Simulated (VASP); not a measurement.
# Cs4ErTe (Pmmm) in VASP: single point with PBE

Aim: the single point of Cs4ErTe with PBE.

All numbers are computed with VASP 6.6.1; they aren't measurements. Logs are shortened: lines on timing, memory, paths and dates and some standing lists are left out, and cuts for length are marked.

## 1. The cell of the first run

It takes space group Pmmm (No. 47, orthorhombic). Conventional cell: a = 6.599 Å, b = 7.559 Å, c = 8.498 Å, α = 90.00°, β = 90.00°, γ = 90.00°. Within 4.3 Å of Cs (site symmetry mmm) lie 2 Cs at 3.30 Å and 2 Te at 4.25 Å. Within 5.1 Å of Cs (site symmetry mm2) lie 4 Cs at 3.91 to 4.59 Å and 2 Er at 4.26 Å. Cs (site symmetry mmm) has 6 Cs at 3.30 to 4.42 Å and 2 Er at 4.25 Å within 4.5 Å. Within 4.3 Å of Er (site symmetry mmm) lie 2 Te at 3.30 Å and 6 Cs at 4.25 to 4.26 Å. Within 4.3 Å of Te (site symmetry mmm) lie 2 Er at 3.30 Å and 2 Cs at 4.25 Å.

The cell was built from a structure type or drawn by symmetry, and may not be a known phase.

## 2. Single point, PBE

File INCAR:

```
SYSTEM = Cs4ErTe
PREC     = Accurate       ! precision mode
ENCUT    = 500            ! plane-wave cutoff, eV
EDIFF    = 1E-6           ! SCF threshold, eV
ISMEAR   = 0              ! smearing method
SIGMA    = 0.2            ! smearing width, eV
LREAL    = .FALSE.        ! projectors in reciprocal space
LASPH    = .TRUE.         ! aspherical terms in the spheres
NELM     = 200            ! most SCF steps
ALGO     = Normal         ! electronic algorithm
ISIF     = 2              ! what is computed and relaxed
LWAVE    = .FALSE.        ! write WAVECAR
LCHARG   = .FALSE.        ! write CHGCAR
GGA      = PE             ! functional
NBANDS   = 34             ! bands
GGA_COMPAT= .FALSE.      
LMAXMIX  = 6              ! l up to which the mixer works
```

File KPOINTS:

```
regular mesh
0
G
  3 3 2
  0 0 0
```

File POSCAR:

```
Cs4ErTe
1.0
    7.5592832226      0.0000000000      0.0000000000
    0.0000000000      6.5989965774      0.0000000000
    0.0000000000      0.0000000000      8.4977061783
Cs Er Te
4 1 1
Direct
    0.5000000000      0.0000000000      0.5000000000
    0.0000000000      0.5000000000      0.7699715644
    0.0000000000      0.5000000000      0.2300284356
    0.5000000000      0.5000000000      0.5000000000
    0.5000000000      0.5000000000      0.0000000000
    0.5000000000      0.0000000000      0.0000000000
```

Potentials or basis: VASP PAW PBE potentials, release 64 (Cs_sv, Er_3, Te), 4f in core.

Command:

```bash
$ cat potpaw_PBE.64/Cs_sv/POTCAR potpaw_PBE.64/Er_3/POTCAR potpaw_PBE.64/Te/POTCAR > POTCAR
$ mpirun -np 1 vasp_std > vasp.out
```

OUTCAR:

```text
SYSTEM = Cs4ErTe
   PREC = Accurate
   ENCUT = 500
   EDIFF = 1E-6
   ISMEAR = 0
   LREAL = .FALSE.
   LASPH = .TRUE.
   NELM = 200
   ISIF = 2
   GGA = PE

 ion  position               nearest neighbor table
   1  0.500  0.000  0.500-
   2  0.000  0.500  0.770-
   3  0.000  0.500  0.230-
   4  0.500  0.500  0.500-
   5  0.500  0.500  0.000-   6 3.30   6 3.30
   6  0.500  0.000  0.000-   5 3.30   5 3.30

  LATTYP: Found a simple orthorhombic cell.
 ALAT       =     6.5989965774
 B/A-ratio  =     1.1455201005
 C/A-ratio  =     1.2877270171

  Lattice vectors:

 A1 = (   0.0000000000,  -6.5989965774,   0.0000000000)
 A2 = (   7.5592832226,   0.0000000000,   0.0000000000)
 A3 = (   0.0000000000,   0.0000000000,   8.4977061783)

Analysis of symmetry for initial positions (statically):
=====================================================================
 Subroutine PRICEL returns:
 Original cell was already a primitive cell.

 Routine SETGRP: Setting up the symmetry group for a
 simple orthorhombic supercell.

 Subroutine GETGRP returns: Found  8 space group operations
 (whereof  8 operations were pure point group operations)
 out of a pool of  8 trial point group operations.

The static configuration has the point symmetry D_2h.

Analysis of symmetry for dynamics (positions and initial velocities):
=====================================================================
 Subroutine PRICEL returns:
 Original cell was already a primitive cell.

 Routine SETGRP: Setting up the symmetry group for a
 simple orthorhombic supercell.

 Subroutine GETGRP returns: Found  8 space group operations
 (whereof  8 operations were pure point group operations)
 out of a pool of  8 trial point group operations.

The dynamic configuration has the point symmetry D_2h.

 Subroutine INISYM returns: Found  8 space group operations
 (whereof  8 operations are pure point group operations),
 and found     1 'primitive' translations

----------------------------------------------------------------------------------------

                                     Primitive cell

  volume of cell :     423.8969

  direct lattice vectors                    reciprocal lattice vectors
     7.559283223  0.000000000  0.000000000     0.132287675  0.000000000  0.000000000
     0.000000000  6.598996577  0.000000000     0.000000000  0.151538190  0.000000000
     0.000000000  0.000000000  8.497706178     0.000000000  0.000000000  0.117678816

  length of vectors
     7.559283223  6.598996577  8.497706178     0.132287675  0.151538190  0.117678816

  position of ions in fractional coordinates (direct lattice)
     0.500000000  0.000000000  0.500000000
     0.000000000  0.500000000  0.769971564
     0.000000000  0.500000000  0.230028436
     0.500000000  0.500000000  0.500000000
     0.500000000  0.500000000  0.000000000
     0.500000000  0.000000000  0.000000000

  ion indices of the primitive-cell ions
   primitive index   ion index
                 1           1
                 2           2
                 3           3
                 4           4
                 5           5
                 6           6

----------------------------------------------------------------------------------------

 KPOINTS: regular mesh

Automatic generation of k-mesh.
 Grid dimensions read from file:
 generate k-points for:    3    3    2

 Generating k-lattice:

  Cartesian coordinates                     Fractional coordinates (reciprocal lattice)
     0.044095892  0.000000000  0.000000000     0.333333333  0.000000000  0.000000000
     0.000000000  0.050512730  0.000000000     0.000000000  0.333333333  0.000000000
     0.000000000  0.000000000  0.058839408     0.000000000  0.000000000  0.500000000

  Length of vectors
     0.044095892  0.050512730  0.058839408

  Shift w.r.t. Gamma in fractional coordinates (k-lattice)
     0.000000000  0.000000000  0.000000000

 Subroutine IBZKPT returns following result:
 ===========================================

 Found      8 irreducible k-points:

 Following reciprocal coordinates:
            Coordinates               Weight
  0.000000  0.000000  0.000000      1.000000
  0.333333  0.000000  0.000000      2.000000
  0.000000  0.333333  0.000000      2.000000
  0.333333  0.333333  0.000000      4.000000
  0.000000  0.000000  0.500000      1.000000
  0.333333  0.000000  0.500000      2.000000
  0.000000  0.333333  0.500000      2.000000
  0.333333  0.333333  0.500000      4.000000
   k-points           NKPTS =      8   k-points in BZ     NKDIM =      8   number of bands    NBANDS=     34
   number of dos      NEDOS =    301   number of ions     NIONS =      6
   total plane-waves  NPLWV = 172032
   dimension x,y,z NGX =    56 NGY =   48 NGZ =   64
   dimension x,y,z NGXF=   112 NGYF=   96 NGZF=  128
   ions per type =               4   1   1
   NGX,Y,Z   is equivalent  to a cutoff of  12.32, 12.09, 12.52 a.u.
   NGXF,Y,Z  is equivalent  to a cutoff of  24.63, 24.18, 25.04 a.u.
 SYSTEM =  Cs4ErTe
   PREC   = accura    normal or accurate (medium, high low for compatibility)
   ISTART =      0    job   : 0-new  1-cont  2-samecut
   ICHARG =      2    charge: 1-file 2-atom 10-const
   ISPIN  =      1    spin polarized calculation?
   LNONCOLLINEAR =      F non collinear calculations
   LSORBIT =      F    spin-orbit coupling
   LASPH  =      T    aspherical Exc in radial PAW
   ENCUT  =  500.0 eV  36.75 Ry    6.06 a.u.  13.78 12.03 15.49*2*pi/ulx,y,z
   NELM   =    200;   NELMIN=  2; NELMDL= -5     # of ELM steps
   EDIFF  = 0.1E-05   stopping-criterion for ELM
   LREAL  =      F    real-space projection
   EDIFFG = 0.1E-04   stopping-criterion for IOM
   NSW    =      0    number of steps for IOM
   IBRION =     -1    ionic relax: 0-MD 1-quasi-New 2-CG
   NFREE  =      0    steps in history (QN), initial steepest desc. (CG)
   ISIF   =      2    stress and relaxation
   ISYM   =      2    0-nonsym 1-usesym 2-fastsym
   POTIM  = 0.5000    time-step for ionic-motion
   TEBEG  =    0.0;   TEEND  =   0.0 temperature during run
   PSTRESS=    0.0 pullay stress
   NELECT =      51.0000    total number of electrons
   NUPDOWN=      -1.0000    fix difference up-down
   EMIN   =  10.00;   EMAX   =-10.00  energy-range for DOS
   EFERMI =   0.00;   METHOD = LEGACY
   ISMEAR =     0;   SIGMA  =   0.20  broadening in eV -4-tet -1-fermi 0-gaus
   EFERMI_NEDOS =   21; number of points for ismear=-14 and -15
   IALGO  =     38    algorithm
   IMIX   =      4    mixing-type and parameters
     AMIX     =   0.40;   BMIX     =  1.00
     AMIX_MAG =   1.60;   BMIX_MAG =  1.00
  volume/ion in A,a.u.               =      70.65       476.77
  Fermi-wavevector in a.u.,A,eV,Ry     =   0.808186  1.527251  8.886850  0.653165
  Thomas-Fermi vector in A             =   1.916945
   LORBIT       =      0    0 simple, 1 ext, 2 COOP (PROOUT), +10 PAW based schemes
   GGA     = PE    functional components
   LHFCALC =     F    Hartree Fock is set to
   AEXX    =    0.0000 exact exchange contribution
   IVDW    =     0    specifies the selected vdW correction
   LEPSILON=     F    determine dielectric tensor
   LRPA    =     F    only Hartree local field effects (RPA)
 non-spin polarized calculation
 Gauss-broadening in eV      SIGMA  =   0.20
  energy-cutoff  :      500.00
  volume of cell :      423.90
 maximum number of plane-waves:     10782
 NGX is ok and might be reduce to    56
   NGX = 27   NGY = 25   NGZ = 31

 number of electron      51.0000004 magnetization

 Free energy of the ion-electron system (eV)
  ---------------------------------------------------
  ext. energy  EPLUGINS =         0.00000000
  ---------------------------------------------------
  free energy    TOTEN  =        -9.89075292 eV

  energy without entropy =       -9.76713361  energy(sigma->0) =       -9.82894326

 E-fermi :   1.5855     XC(G=0):  -6.4975

 val. band max:        1.5236351171   @ k =   0.3333   0.0000   0.0000
 cond. band min:       1.5964479666   @ k =   0.3333   0.3333   0.0000
 fundamental gap:      0.0728128495
 Fermi energy:         1.5855035347

 k-point     1 :       0.0000    0.0000    0.0000
  band No.  band energies     occupation
      1     -24.8233      2.00000
      2     -24.7853      2.00000
      3     -24.7072      2.00000
      4     -22.9713      2.00000
      5     -22.3696      2.00000
      6     -22.0819      2.00000
[... 26 lines left out ...]
     33       2.8198      0.00000
     34       2.9898      0.00000

 k-point     2 :       0.3333    0.0000    0.0000
  band No.  band energies     occupation
      1     -24.8234      2.00000
      2     -24.7853      2.00000
      3     -24.7072      2.00000
      4     -22.9711      2.00000
      5     -22.3690      2.00000
      6     -22.0826      2.00000
[... 26 lines left out ...]
     33       3.0024      0.00000
     34       3.2257      0.00000

 k-point     3 :       0.0000    0.3333    0.0000
  band No.  band energies     occupation
      1     -24.8233      2.00000
      2     -24.7853      2.00000
      3     -24.7074      2.00000
      4     -22.8433      2.00000
      5     -22.5229      2.00000
      6     -22.0821      2.00000
[... 26 lines left out ...]
     33       3.0122      0.00000
     34       3.3741      0.00000

 k-point     4 :       0.3333    0.3333    0.0000
  band No.  band energies     occupation
      1     -24.8234      2.00000
      2     -24.7852      2.00000
      3     -24.7074      2.00000
      4     -22.8432      2.00000
      5     -22.5223      2.00000
      6     -22.0826      2.00000
[... 26 lines left out ...]
     33       3.2862      0.00000
     34       3.3269      0.00000

 k-point     5 :       0.0000    0.0000    0.5000
  band No.  band energies     occupation
      1     -24.8233      2.00000
      2     -24.7854      2.00000
      3     -24.7072      2.00000
      4     -22.9711      2.00000
      5     -22.3694      2.00000
      6     -22.0729      2.00000
[... 26 lines left out ...]
     33       2.8149      0.00000
     34       2.9576      0.00000

 k-point     6 :       0.3333    0.0000    0.5000
  band No.  band energies     occupation
      1     -24.8234      2.00000
      2     -24.7854      2.00000
      3     -24.7072      2.00000
      4     -22.9710      2.00000
      5     -22.3688      2.00000
      6     -22.0726      2.00000
[... 26 lines left out ...]
     33       2.3605      0.00000
     34       2.8342      0.00000

 k-point     7 :       0.0000    0.3333    0.5000
  band No.  band energies     occupation
      1     -24.8233      2.00000
      2     -24.7854      2.00000
      3     -24.7074      2.00000
      4     -22.8432      2.00000
      5     -22.5226      2.00000
      6     -22.0729      2.00000
[... 26 lines left out ...]
     33       3.1825      0.00000
     34       3.2294      0.00000

 k-point     8 :       0.3333    0.3333    0.5000
  band No.  band energies     occupation
      1     -24.8234      2.00000
      2     -24.7854      2.00000
      3     -24.7074      2.00000
      4     -22.8431      2.00000
      5     -22.5221      2.00000
      6     -22.0726      2.00000
[... 26 lines left out ...]
     33       3.0210      0.00000
     34       3.1377      0.00000

------------------------ aborting loop because EDIFF is reached ----------------------------------------

  FORCE on cell =-STRESS in cart. coord.  units (eV):
  Direction    XX          YY          ZZ          XY          YZ          ZX
  --------------------------------------------------------------------------------------
  -------------------------------------------------------------------------------------
  Total        1.4343116      0.2072755     -0.1480954     -0.0000000      0.0000000      0.0000000
  in kB        5.4211803      0.7834268     -0.5597473     -0.0000000      0.0000000      0.0000000
  external PRESSURE =       1.8816199 kB  Pullay stress =       0.0000000 kB

 VOLUME and BASIS-vectors are now :
 -----------------------------------------------------------------------------
  energy-cutoff  :      500.00
  volume of cell :      423.90
      direct lattice vectors                 reciprocal lattice vectors
     7.559283223  0.000000000  0.000000000     0.132287675  0.000000000  0.000000000
     0.000000000  6.598996577  0.000000000     0.000000000  0.151538190  0.000000000
     0.000000000  0.000000000  8.497706178     0.000000000  0.000000000  0.117678816

 POSITION                                       TOTAL-FORCE (eV/Angst)
 -----------------------------------------------------------------------------------
      3.77964      0.00000      4.24885         0.000000      0.000000      0.000000
      0.00000      3.29950      6.54299         0.000000      0.000000     -0.007654
      0.00000      3.29950      1.95471        -0.000000      0.000000      0.007654
      3.77964      3.29950      4.24885         0.000000      0.000000      0.000000
      3.77964      3.29950      0.00000         0.000000      0.000000      0.000000
      3.77964      0.00000      0.00000         0.000000      0.000000      0.000000
 -----------------------------------------------------------------------------------
    total drift:                                0.000000      0.000000      0.000000

  FREE ENERGIE OF THE ION-ELECTRON SYSTEM (eV)
  ---------------------------------------------------
  free  energy   TOTEN  =        -9.8907529214 eV

  energy  without entropy=       -9.7671336080  energy(sigma->0) =       -9.82894326
```

Run time: 85 s. Hardware: 1 thread of Intel Xeon 6975P-C (Granite Rapids), shared host; peak memory 0.46 GiB.

What came out:

* Free energy: -9.8908 eV
* Pressure: 0.2 GPa
* Largest force: 0.008 eV/Å
* Band gap on the k mesh: zero (an odd number of electrons rules out a gap without spin polarisation)

Forces on the atoms (eV/Å):
```
Cs   0.000  0.000  0.000
Cs   0.000  0.000 -0.008
Cs   0.000  0.000  0.008
Cs   0.000  0.000  0.000
Er   0.000  0.000  0.000
Te   0.000  0.000  0.000
```

Caveat: the k points lie up to 0.37 Å⁻¹ apart, too coarse for converged energies and pressures of a metal; spin-orbit coupling is left out, which moves the levels of the heavy elements; the 4f electrons are frozen in the core, so they carry no moment and show no levels.
